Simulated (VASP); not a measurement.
**CdS (Hawleyite): relaxation of cell and atoms with r2SCAN+rVV10**

The system is CdS (Hawleyite).

```
CELL_PARAMETERS angstrom
0.00000 2.91650 2.91650
2.91650 0.00000 2.91650
2.91650 2.91650 0.00000
ATOMIC_POSITIONS crystal
Cd 0.00000 0.00000 0.00000
S 0.25000 0.25000 0.25000
```

```json
{"Program": "VASP 6.6.1", "Task": "relaxation of cell and atoms", "Functional": "r2SCAN", "Dispersion": "rVV10", "Potentials or basis": "VASP PAW PBE potentials, release 64 (Cd, S)", "Cutoff": "600 eV", "k mesh": "6 × 6 × 6", "Occupations": "gaussian, width 0.01 eV", "Spin": "no spin polarisation", "Dipole correction": "no", "Further INCAR settings": "ALGO = Normal; EDIFF = 1e-07; IBRION = 2; EDIFFG = -0.01; NSW = 100; ISIF = 3"}
```

```
Relaxed volume                         : 25.17 Å³/atom
Relaxed cell                           : a = 4.145 Å, b = 4.145 Å, c = 4.145 Å, α = 60.00°, β = 60.00°, γ = 60.00°
Space group after relaxing (to 0.05 Å) : F-43m (No. 216)
Energy gained by relaxing              : 1.1 meV/atom
Ionic steps                            : 3
Pressure after relaxing                : 0.0 GPa
Band gap on the k mesh                 : 1.50 eV, direct
```

The path:
| step | energy change (eV) | largest force (eV/Å) | pressure (GPa) | volume (Å³) |
| --- | --- | --- | --- | --- |
| 1 | 0.0000 | 0.0000 | 0.96 | 49.62 |
| 2 | -0.0017 | 0.0000 | -0.41 | 50.69 |
| 3 | -0.0022 | 0.0000 | 0.00 | 50.35 |

Final structure:
```xyz
2
Lattice="0.0000 2.9308 2.9308 2.9308 0.0000 2.9308 2.9308 2.9308 0.0000" Properties=species:S:1:pos:R:3 pbc="T T T"
Cd    0.0000    0.0000    0.0000
S     1.4654    1.4654    1.4654
```

Levels at points of the mesh, in eV from the valence-band top:
```tsv
k point	band 7	band 8	band 9	band 10	band 11	band 12
(0.00, 0.00, 0.00)	0.00	0.00	0.00	1.50	7.05	7.05
(0.50, 0.00, 0.00)	-4.40	-0.75	-0.75	3.41	7.44	7.44
(0.50, 0.50, 0.00)	-3.92	-1.88	-1.88	3.78	4.71	9.64
```

Run time: 8.9 min on 1 thread of Intel(R) Xeon(R) Platinum 8375C CPU @ 2.90GHz (Ice Lake), on a shared host, peak memory 0.4 GiB.

Caveat: the PAW data sets were made with another functional, which shifts forces and pressure a little. r2SCAN opens gaps a little over a GGA but as a rule still falls short of measured ones.
